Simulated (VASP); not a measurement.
# PbSe (F-43m) in VASP: a series of runs

The runs below take PbSe through single point, with r2SCAN, PBE, HSE06.

All numbers are computed with VASP 6.6.1; they aren't measurements. Logs are shortened: lines on timing, memory, paths and dates and some standing lists are left out, and cuts for length are marked.

**1. The cell of the first run**

Symmetry: F-43m, No. 216, cubic system. The conventional cell has a = 6.846 Å, b = 6.846 Å, c = 6.846 Å, α = 90.00°, β = 90.00°, γ = 90.00°. Within 3.9 Å of Pb (site symmetry -43m) lie 4 Se at 2.96 Å. Se (site symmetry -43m) has 4 Pb at 2.96 Å within 3.9 Å.

**2. Single point, r2SCAN**

The input, POSCAR:

```
PbSe
1.0
    0.0000000000      3.4232041364      3.4232041364
    3.4232041364      0.0000000000      3.4232041364
    3.4232041364      3.4232041364      0.0000000000
Pb Se
1 1
Direct
    0.0000000000      0.0000000000      0.0000000000
    0.2500000000      0.2500000000      0.2500000000
```

The input, INCAR.step1:

```
PREC = Accurate
ENCUT = 520
ISMEAR = 0
SIGMA = 0.01
LREAL = False
LASPH = True
NELM = 60
NBANDS = 17
GGA = PE
ALGO = Normal
EDIFF = 1E-4
LWAVE = True
LCHARG = False
```

The input, INCAR.step2:

```
PREC = Accurate
ENCUT = 520
EDIFF = 1E-6
ISMEAR = 0
SIGMA = 0.01
LREAL = False
LASPH = True
NELM = 60
ALGO = Normal
ISIF = 2
LWAVE = False
LCHARG = False
METAGGA = R2SCAN
LMIXTAU = True
NBANDS = 17
ISTART = 1
```

The input, KPOINTS:

```
regular mesh
0
Gamma
  4 4 4
```

Potentials or basis: VASP PAW PBE potentials, release 64 (Pb_d, Se).

Launch:

```
cat potpaw_PBE.64/Pb_d/POTCAR potpaw_PBE.64/Se/POTCAR > POTCAR
cp INCAR.step1 INCAR
mpirun -np 1 vasp_std > vasp.out
cp INCAR.step2 INCAR
mpirun -np 1 vasp_std > vasp.out
```

OUTCAR:

```text
PREC = Accurate
   ENCUT = 520
   EDIFF = 1E-6
   ISMEAR = 0
   LREAL = False
   LASPH = True
   NELM = 60
   ISIF = 2
   METAGGA = R2SCAN
   ISTART = 1

 ion  position               nearest neighbor table
   1  0.000  0.000  0.000-   2 2.96   2 2.96   2 2.96   2 2.96
   2  0.250  0.250  0.250-   1 2.96   1 2.96   1 2.96   1 2.96

  LATTYP: Found a face centered cubic cell.
 ALAT       =     6.8464082728

  Lattice vectors:

 A1 = (   0.0000000000,   3.4232041364,   3.4232041364)
 A2 = (   3.4232041364,   0.0000000000,   3.4232041364)
 A3 = (   3.4232041364,   3.4232041364,   0.0000000000)

Analysis of symmetry for initial positions (statically):
=====================================================================
 Subroutine PRICEL returns:
 Original cell was already a primitive cell.

 Routine SETGRP: Setting up the symmetry group for a
 face centered cubic supercell.

 Subroutine GETGRP returns: Found 24 space group operations
 (whereof 24 operations were pure point group operations)
 out of a pool of 48 trial point group operations.

The static configuration has the point symmetry T_d .

Analysis of symmetry for dynamics (positions and initial velocities):
=====================================================================
 Subroutine PRICEL returns:
 Original cell was already a primitive cell.

 Routine SETGRP: Setting up the symmetry group for a
 face centered cubic supercell.

 Subroutine GETGRP returns: Found 24 space group operations
 (whereof 24 operations were pure point group operations)
 out of a pool of 48 trial point group operations.

The dynamic configuration has the point symmetry T_d .

 Subroutine INISYM returns: Found 24 space group operations
 (whereof 24 operations are pure point group operations),
 and found     1 'primitive' translations

----------------------------------------------------------------------------------------

                                     Primitive cell

  volume of cell :      80.2284

  direct lattice vectors                    reciprocal lattice vectors
     0.000000000  3.423204136  3.423204136    -0.146061988  0.146061988  0.146061988
     3.423204136  0.000000000  3.423204136     0.146061988 -0.146061988  0.146061988
     3.423204136  3.423204136  0.000000000     0.146061988  0.146061988 -0.146061988

  length of vectors
     4.841141716  4.841141716  4.841141716     0.252986784  0.252986784  0.252986784

  position of ions in fractional coordinates (direct lattice)
     0.000000000  0.000000000  0.000000000
     0.250000000  0.250000000  0.250000000

  ion indices of the primitive-cell ions
   primitive index   ion index
                 1           1
                 2           2

----------------------------------------------------------------------------------------

 KPOINTS: regular mesh

Automatic generation of k-mesh.
 Grid dimensions read from file:
 generate k-points for:    4    4    4

 Generating k-lattice:

  Cartesian coordinates                     Fractional coordinates (reciprocal lattice)
    -0.036515497  0.036515497  0.036515497     0.250000000  0.000000000  0.000000000
     0.036515497 -0.036515497  0.036515497     0.000000000  0.250000000  0.000000000
     0.036515497  0.036515497 -0.036515497     0.000000000  0.000000000  0.250000000

  Length of vectors
     0.063246696  0.063246696  0.063246696

  Shift w.r.t. Gamma in fractional coordinates (k-lattice)
     0.000000000  0.000000000  0.000000000

 Subroutine IBZKPT returns following result:
 ===========================================

 Found      8 irreducible k-points:

 Following reciprocal coordinates:
            Coordinates               Weight
  0.000000  0.000000  0.000000      1.000000
  0.250000  0.000000  0.000000      8.000000
  0.500000  0.000000  0.000000      4.000000
  0.250000  0.250000  0.000000      6.000000
  0.500000  0.250000  0.000000     24.000000
 -0.250000  0.250000  0.000000     12.000000
  0.500000  0.500000  0.000000      3.000000
 -0.250000  0.500000  0.250000      6.000000
   k-points           NKPTS =      8   k-points in BZ     NKDIM =      8   number of bands    NBANDS=     17
   number of dos      NEDOS =    301   number of ions     NIONS =      2
   total plane-waves  NPLWV =  46656
   dimension x,y,z NGX =    36 NGY =   36 NGZ =   36
   dimension x,y,z NGXF=    72 NGYF=   72 NGZF=   72
   ions per type =               1   1
   NGX,Y,Z   is equivalent  to a cutoff of  12.36, 12.36, 12.36 a.u.
   NGXF,Y,Z  is equivalent  to a cutoff of  24.72, 24.72, 24.72 a.u.
 SYSTEM =  unknown system
   PREC   = accura    normal or accurate (medium, high low for compatibility)
   ISTART =      1    job   : 0-new  1-cont  2-samecut
   ICHARG =      0    charge: 1-file 2-atom 10-const
   ISPIN  =      1    spin polarized calculation?
   LNONCOLLINEAR =      F non collinear calculations
   LSORBIT =      F    spin-orbit coupling
   LASPH  =      T    aspherical Exc in radial PAW
   ENCUT  =  520.0 eV  38.22 Ry    6.18 a.u.   9.00  9.00  9.00*2*pi/ulx,y,z
   NELM   =     60;   NELMIN=  2; NELMDL=  0     # of ELM steps
   EDIFF  = 0.1E-05   stopping-criterion for ELM
   LREAL  =      F    real-space projection
   EDIFFG = 0.1E-04   stopping-criterion for IOM
   NSW    =      0    number of steps for IOM
   IBRION =     -1    ionic relax: 0-MD 1-quasi-New 2-CG
   NFREE  =      0    steps in history (QN), initial steepest desc. (CG)
   ISIF   =      2    stress and relaxation
   ISYM   =      2    0-nonsym 1-usesym 2-fastsym
   POTIM  = 0.5000    time-step for ionic-motion
   TEBEG  =    0.0;   TEEND  =   0.0 temperature during run
   PSTRESS=    0.0 pullay stress
   NELECT =      20.0000    total number of electrons
   NUPDOWN=      -1.0000    fix difference up-down
   EMIN   =  10.00;   EMAX   =-10.00  energy-range for DOS
   EFERMI =   0.00;   METHOD = LEGACY
   ISMEAR =     0;   SIGMA  =   0.01  broadening in eV -4-tet -1-fermi 0-gaus
   EFERMI_NEDOS =   21; number of points for ismear=-14 and -15
   IALGO  =     38    algorithm
   IMIX   =      4    mixing-type and parameters
     AMIX     =   0.40;   BMIX     =  1.00
     AMIX_MAG =   1.60;   BMIX_MAG =  1.00
  volume/ion in A,a.u.               =      40.11       270.70
  Fermi-wavevector in a.u.,A,eV,Ry     =   1.030328  1.947037 14.443606  1.061575
  Thomas-Fermi vector in A             =   2.164420
   LORBIT       =      0    0 simple, 1 ext, 2 COOP (PROOUT), +10 PAW based schemes
   METAGGA = R2SCAN    functional components
   LHFCALC =     F    Hartree Fock is set to
   AEXX    =    0.0000 exact exchange contribution
   IVDW    =     0    specifies the selected vdW correction
   LEPSILON=     F    determine dielectric tensor
   LRPA    =     F    only Hartree local field effects (RPA)
 non-spin polarized calculation
 Gauss-broadening in eV      SIGMA  =   0.01
  energy-cutoff  :      520.00
  volume of cell :       80.23
 maximum number of plane-waves:      2200
   NGX = 17   NGY = 17   NGZ = 17

 number of electron      20.0000005 magnetization

 Free energy of the ion-electron system (eV)
  ---------------------------------------------------
  ext. energy  EPLUGINS =         0.00000000
  ---------------------------------------------------
  free energy    TOTEN  =       -71.45423559 eV

  energy without entropy =      -71.45423559  energy(sigma->0) =      -71.45423559

 E-fermi :   2.2457     XC(G=0):  -8.2498

 val. band max:        2.1516772246   @ k =  -0.2500   0.5000   0.2500
 cond. band min:       2.9469829221   @ k =   0.5000   0.5000   0.0000
 fundamental gap:      0.7953056975
 Fermi energy:         2.2457350379

 k-point     1 :       0.0000    0.0000    0.0000
  band No.  band energies     occupation
      1     -15.2544      2.00000
      2     -15.2544      2.00000
      3     -15.2544      2.00000
      4     -15.2184      2.00000
      5     -15.2184      2.00000
      6     -11.1708      2.00000
[... 9 lines left out ...]
     16      10.8673      0.00000
     17      11.5554      0.00000

 k-point     2 :       0.2500    0.0000    0.0000
  band No.  band energies     occupation
      1     -15.2691      2.00000
      2     -15.2496      2.00000
      3     -15.2496      2.00000
      4     -15.2178      2.00000
      5     -15.2178      2.00000
      6     -10.8889      2.00000
[... 9 lines left out ...]
     16       9.9562      0.00000
     17      10.9230      0.00000

 k-point     3 :       0.5000    0.0000    0.0000
  band No.  band energies     occupation
      1     -15.2836      2.00000
      2     -15.2459      2.00000
      3     -15.2459      2.00000
      4     -15.2160      2.00000
      5     -15.2160      2.00000
      6     -10.5451      2.00000
[... 9 lines left out ...]
     16      10.9633      0.00000
     17      10.9633      0.00000

 k-point     4 :       0.2500    0.2500    0.0000
  band No.  band energies     occupation
      1     -15.2797      2.00000
      2     -15.2442      2.00000
      3     -15.2442      2.00000
      4     -15.2214      2.00000
      5     -15.2152      2.00000
      6     -10.7898      2.00000
[... 9 lines left out ...]
     16      11.4312      0.00000
     17      13.0819      0.00000

 k-point     5 :       0.5000    0.2500    0.0000
  band No.  band energies     occupation
      1     -15.2919      2.00000
      2     -15.2414      2.00000
      3     -15.2395      2.00000
      4     -15.2208      2.00000
      5     -15.2144      2.00000
      6     -10.4309      2.00000
[... 9 lines left out ...]
     16      11.3496      0.00000
     17      11.9852      0.00000

 k-point     6 :      -0.2500    0.2500    0.0000
  band No.  band energies     occupation
      1     -15.2839      2.00000
      2     -15.2444      2.00000
      3     -15.2439      2.00000
      4     -15.2180      2.00000
      5     -15.2170      2.00000
      6     -10.5558      2.00000
[... 9 lines left out ...]
     16      10.6082      0.00000
     17      12.0159      0.00000

 k-point     7 :       0.5000    0.5000    0.0000
  band No.  band energies     occupation
      1     -15.3036      2.00000
      2     -15.2340      2.00000
      3     -15.2339      2.00000
      4     -15.2250      2.00000
      5     -15.2120      2.00000
      6     -10.3012      2.00000
[... 9 lines left out ...]
     16      12.4106      0.00000
     17      12.5234      0.00000

 k-point     8 :      -0.2500    0.5000    0.2500
  band No.  band energies     occupation
      1     -15.2959      2.00000
      2     -15.2422      2.00000
      3     -15.2346      2.00000
      4     -15.2210      2.00000
      5     -15.2152      2.00000
      6     -10.2963      2.00000
[... 9 lines left out ...]
     16      11.8602      0.00000
     17      11.9829      0.00000

------------------------ aborting loop because EDIFF is reached ----------------------------------------

  FORCE on cell =-STRESS in cart. coord.  units (eV):
  Direction    XX          YY          ZZ          XY          YZ          ZX
  --------------------------------------------------------------------------------------
  -------------------------------------------------------------------------------------
  Total       -0.0283964     -0.0283964     -0.0283964     -0.0000000      0.0000000     -0.0000000
  in kB       -0.5670809     -0.5670809     -0.5670809     -0.0000000      0.0000000     -0.0000000
  external PRESSURE =      -0.5670809 kB  Pullay stress =       0.0000000 kB

 VOLUME and BASIS-vectors are now :
 -----------------------------------------------------------------------------
  energy-cutoff  :      520.00
  volume of cell :       80.23
      direct lattice vectors                 reciprocal lattice vectors
     0.000000000  3.423204136  3.423204136    -0.146061988  0.146061988  0.146061988
     3.423204136  0.000000000  3.423204136     0.146061988 -0.146061988  0.146061988
     3.423204136  3.423204136  0.000000000     0.146061988  0.146061988 -0.146061988

 POSITION                                       TOTAL-FORCE (eV/Angst)
 -----------------------------------------------------------------------------------
      0.00000      0.00000      0.00000        -0.000000      0.000000     -0.000000
      1.71160      1.71160      1.71160         0.000000     -0.000000      0.000000
 -----------------------------------------------------------------------------------
    total drift:                               -0.000000     -0.000000     -0.000000

  FREE ENERGIE OF THE ION-ELECTRON SYSTEM (eV)
  ---------------------------------------------------
  free  energy   TOTEN  =       -71.4542355903 eV

  energy  without entropy=      -71.4542355903  energy(sigma->0) =      -71.45423559
```

It took 65 s on 1 thread of AMD EPYC 7R43 (Zen 3), shared host; peak memory 0.18 GiB.

What came out:

```
Free energy            : -71.4542 eV
Pressure               : -0.1 GPa
Band gap on the k mesh : 0.80 eV, indirect (least direct gap 1.34 eV)
```

Caveat: the PAW data sets were made with another functional, which shifts forces and pressure a little; spin-orbit coupling is left out, which moves the levels of the heavy elements. A k mesh can miss the band edges.

**3. Single point, PBE**

The input, INCAR:

```
  PREC = Accurate
  ENCUT = 520
  EDIFF = 1E-6
  ISMEAR = 0
  SIGMA = 0.01
  LREAL = False
  LASPH = True
  NELM = 100
  ALGO = Normal
  ISIF = 2
  LWAVE = False
  LCHARG = True
  GGA = PE
  LELF = True
  LVHAR = True
  NBANDS = 17
```

The input, KPOINTS:

```
regular mesh
0
Gamma
  6 6 6
```

POSCAR is that of step 2.

Potentials or basis: VASP PAW PBE potentials, release 64 (Pb_d, Se).

Launch:

```
cat potpaw_PBE.64/Pb_d/POTCAR potpaw_PBE.64/Se/POTCAR > POTCAR
mpirun -np 1 vasp_std > vasp.out
```

Run time: 29 s. Hardware: 1 thread of AMD EPYC 7R43 (Zen 3), shared host; peak memory 0.16 GiB.

The run converged. Its results:

| Property | Result |
| --- | --- |
| Free energy | -7.8345 eV |
| Pressure | 0.7 GPa |
| Band gap on the k mesh | 0.75 eV, indirect (least direct gap 1.15 eV) |

Levels at points of the mesh, in eV from the valence-band top:
| k point | band 8 | band 9 | band 10 | band 11 | band 12 | band 13 |
| --- | --- | --- | --- | --- | --- | --- |
| (0.00, 0.00, 0.00) | -1.51 | -1.51 | -1.51 | 2.23 | 2.23 | 2.23 |
| (0.50, 0.00, 0.00) | -2.04 | -2.04 | -1.89 | 2.99 | 2.99 | 3.77 |
| (0.50, 0.50, 0.00) | -2.73 | -2.73 | -0.40 | 0.75 | 4.97 | 4.97 |

Caveat: spin-orbit coupling is left out, which moves the levels of the heavy elements.

**4. Single point, HSE06**

POSCAR is that of step 3.

The input, INCAR.step1:

```
SYSTEM = PbSe
PREC = Accurate ; ENCUT = 520
EDIFF = 1E-5 ; ISMEAR = 0
SIGMA = 0.01 ; LREAL = .False.
LASPH = .True. ; NELM = 100
ALGO = Normal ; ISIF = 2
LWAVE = .True. ; LCHARG = .False.
NBANDS = 17 ; GGA = PE
```

The input, INCAR.step2:

```
SYSTEM = PbSe
PREC = Accurate ; ENCUT = 520
EDIFF = 1E-6 ; ISMEAR = 0
SIGMA = 0.01 ; LREAL = .False.
LASPH = .True. ; NELM = 100
ALGO = Normal ; ISIF = 2
LWAVE = .False. ; LCHARG = .False.
GGA = PE ; LHFCALC = .True.
HFSCREEN = 0.2079 ; PRECFOCK = Normal
NBANDS = 17 ; ISTART = 1
```

The input, KPOINTS:

```
regular mesh
0
Gamma
  4 4 4
  0 0 0
```

Launch:

```
cat potpaw_PBE.64/Pb_d/POTCAR potpaw_PBE.64/Se/POTCAR > POTCAR
cp INCAR.step1 INCAR
mpirun -np 1 vasp_std > vasp.out
cp INCAR.step2 INCAR
mpirun -np 1 vasp_std > vasp.out
```

Run time: 13 min. Hardware: 1 thread of AMD EPYC 7R43 (Zen 3), shared host; peak memory 0.29 GiB.

The run converged. Its results:

| Quantity | Value |
| --- | --- |
| Free energy | -9.3131 eV |
| Pressure | 0.0 GPa |
| Band gap on the k mesh | 1.07 eV, indirect (least direct gap 1.66 eV) |

Levels at points of the mesh, in eV from the valence-band top:
```tsv
k point	band 7	band 8	band 9	band 10	band 11	band 12	band 13	band 14
(0.00, 0.00, 0.00)	-6.76	-1.91	-1.91	-1.91	2.66	2.66	2.66	5.26
(0.50, 0.00, 0.00)	-8.54	-2.48	-2.48	-2.15	3.46	3.46	4.29	7.11
(0.50, 0.50, 0.00)	-8.93	-3.23	-3.23	-0.58	1.07	5.64	5.64	6.56
```

Caveat: the PAW data sets were made with another functional, which shifts forces and pressure a little; spin-orbit coupling is left out, which moves the levels of the heavy elements.

**5. The runs side by side**

| level | k mesh | grid for exact exchange (PRECFOCK) | screening parameter | gap on the mesh (eV) | pressure (GPa) |
| --- | --- | --- | --- | --- | --- |
| r2SCAN | 4 × 4 × 4 | - | - | 0.80 | -0.1 |
| PBE | 6 × 6 × 6 | - | - | 0.75 | 0.7 |
| HSE06 | 4 × 4 × 4 | Normal | 0.2079 1/Å | 1.07 | 0.0 |

Alike in all rows: task single point; potentials or basis VASP PAW PBE potentials, release 64 (Pb_d, Se); no spin polarisation; cell as given; cutoff (eV) 520; smearing gaussian 0.01 eV.

On the cell as given the gap runs from 0.75 eV (PBE) to 1.07 eV (HSE06); the meshes differ, which moves gaps too. The pressure there spans -0.1 GPa (r2SCAN) to 0.7 GPa (PBE); a positive pressure means that this level wants a larger cell, a negative one a smaller.

Caveats: spin-orbit coupling is left out, which moves the levels of the heavy elements; the PAW data sets were made with another functional, which shifts forces and pressure a little (some runs).

Absolute energies hang on the potentials; compare differences alone.
